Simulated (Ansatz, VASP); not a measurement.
## Two plane-wave programs on Ga

Contents of INCAR:

```
SYSTEM = Ga
ALGO     = Fast           ! electronic algorithm
EDIFF    = 1E-6           ! SCF threshold, eV
ENCUT    = 520            ! plane-wave cutoff, eV
GGA      = PE             ! functional
GGA_COMPAT= .False.      
ISIF     = 2              ! what is computed and relaxed
ISMEAR   = -1             ! smearing method
LASPH    = .True.         ! aspherical terms in the spheres
LCHARG   = .False.        ! write CHGCAR
LNONCOLLINEAR= .True.         ! non-collinear magnetism
LORBIT   = 11             ! projections on sites
LORBMOM  = .True.       
LREAL    = .False.        ! projectors in reciprocal space
LSORBIT  = .True.         ! spin-orbit coupling
LWAVE    = .False.        ! write WAVECAR
MAGMOM   = 0 0 0          ! initial moments
NBANDS   = 24             ! bands
NELM     = 150            ! most SCF steps
PREC     = Accurate       ! precision mode
SIGMA    = 0.05           ! smearing width, eV
```

The input KPOINTS:

```
k-points
0
Gamma
  7 7 7
  0 0 0
```

The input POSCAR:

```
Ga
1.0
    2.7164800000      0.0000000000      0.0000000000
    0.0000000000      2.7164800000      0.0000000000
    0.0000000000      0.0000000000      2.7164800000
Ga
1
Direct
    0.0000000000      0.0000000000      0.0000000000
```

File input.yaml:

```yaml
crystal:
  lattice:
    - [2.71648, 0.0, 0.0]
    - [0.0, 2.71648, 0.0]
    - [0.0, 0.0, 2.71648]
  atoms:
    - { symbol: Ga, position: [0.0, 0.0, 0.0] }
hamiltonian:
  xc: pbe
  pseudopotentials: { kind: paw_fr }
magnetization:
  noncollinear: true
  spin_orbit: true
kpoints:
  mp_grid: { grid: [7, 7, 7] }
  band_path:
    path:
      - [[0.0, 0.0, 0.0], [0.0, 0.5, 0.0], [0.5, 0.5, 0.0], [0.0, 0.0, 0.0], [0.5, 0.5, 0.5], [0.0, 0.5, 0.0]]
      - [[0.5, 0.5, 0.0], [0.5, 0.5, 0.5]]
    npoints: 14
scf:
  occupations: { method: fermi_dirac, width: 0.05 }
  n_extra_bands: 6
output:
  forces: true
  stress: true
  eigenvalues: true
  fatbands: false
  write_density: true
  write_potential: true
  elf: true
  volumetric_format: npy
```

Alike in both runs: functional PBE; k mesh 7 × 7 × 7; occupations fermi-dirac, width 0.05 eV; non-collinear spin, spin-orbit coupling.

```csv
,VASP,Ansatz
version,VASP 6.6.1,Ansatz 0.2.0
potentials or method,"VASP PAW PBE potentials, release 64 (Ga_d)",Ansatz PAW
plane-wave cutoff (eV),520,420
valence electrons in the cell,13,13
task,single point,band structure
```

|  | VASP | Ansatz | Ansatz less VASP |
| --- | --- | --- | --- |
| pressure (GPa) | -0.7 | -0.9 | -0.16 |
| net moment per atom (μB) | 0.00 | 0.00 | 0.000 |

The functional is the same, so the differences come from potentials, cutoffs and numerics.
